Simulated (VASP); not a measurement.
Input of a VASP 6.6.1 run:

Contents of INCAR:

```
ALGO = Normal
EDIFF = 1E-6
ENCUT = 520
GGA = CA
ISIF = 2
ISMEAR = 1
LASPH = True
LCHARG = False
LREAL = False
LWAVE = False
NBANDS = 23
NELM = 80
PREC = Accurate
SIGMA = 0.05
```

File KPOINTS:

```
k-points
0
Gamma
  9 9 5
```

The input POSCAR:

```
HfN
1.0
    3.1016031845      0.0000000000      0.0000000000
   -1.5508015922      2.6860671502      0.0000000000
    0.0000000000      0.0000000000      5.3547725683
Hf N
2 2
Direct
    0.6666666667      0.3333333333      0.7500000000
    0.3333333333      0.6666666667      0.2500000000
    0.0000000000      0.0000000000      0.0000000000
    0.0000000000      0.0000000000      0.5000000000
```

Potentials or basis: VASP PAW LDA potentials, release 64 (Hf_pv, N).

The run is started by

```console
$ cat potpaw_LDA.64/Hf_pv/POTCAR potpaw_LDA.64/N/POTCAR > POTCAR
$ mpirun -np 1 vasp_std > vasp.out
```

Question: Estimate the pressure.

Answer: -1.1 GPa.

Question: What does it give for the band gap on the k mesh?

Answer: Zero (band 15 reaches 9.56 eV, above the bottom of band 16 at 7.79 eV).

Stress tensor (GPa, compression positive):
```
-1.18  0.00  0.00
 0.00 -1.18  0.00
 0.00  0.00 -1.04
```

Caveat: spin-orbit coupling is left out, which moves the levels of the heavy elements.
